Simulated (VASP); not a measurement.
Runs of VASP 6.6.1 on Rb. The structure is that of space group I4_1/amd (No. 141), or close to it. The cells are those of the table. 

```tsv
task	cell	cutoff (eV)	gap on the mesh (eV)	pressure (GPa)
relaxation of shape and atoms at fixed volume	relaxed from a = 6.151 Å, angles 97.3, 97.3, 138.2°, 2 atoms	600	none	1.1
single point	a = 5.165 Å, angles 97.3, 97.3, 138.2°, 2 atoms	520	none	7.9
single point	a = 6.151 Å, angles 97.3, 97.3, 138.2°, 2 atoms	520	none	1.1
single point	a = 6.360 Å, angles 97.3, 97.3, 138.2°, 2 atoms	520	none	(a)
single point	a = 5.420 Å, angles 97.3, 97.3, 138.2°, 2 atoms	520	none	5.2
```

Alike in all rows: level PBE; potentials or basis VASP PAW PBE potentials, release 64 (Rb_sv); no spin polarisation; k mesh 9 × 9 × 9; smearing fermi-dirac 0.08 eV.

Q: Fill in the values left out.

A: (a) 0.6.

Caveats: the cell stands under pressure (at least some runs).

A k mesh can miss the band edges, and the runs leave out spin-orbit coupling on Rb.

A gap of «none» marks levels without a gap at the run's occupations.
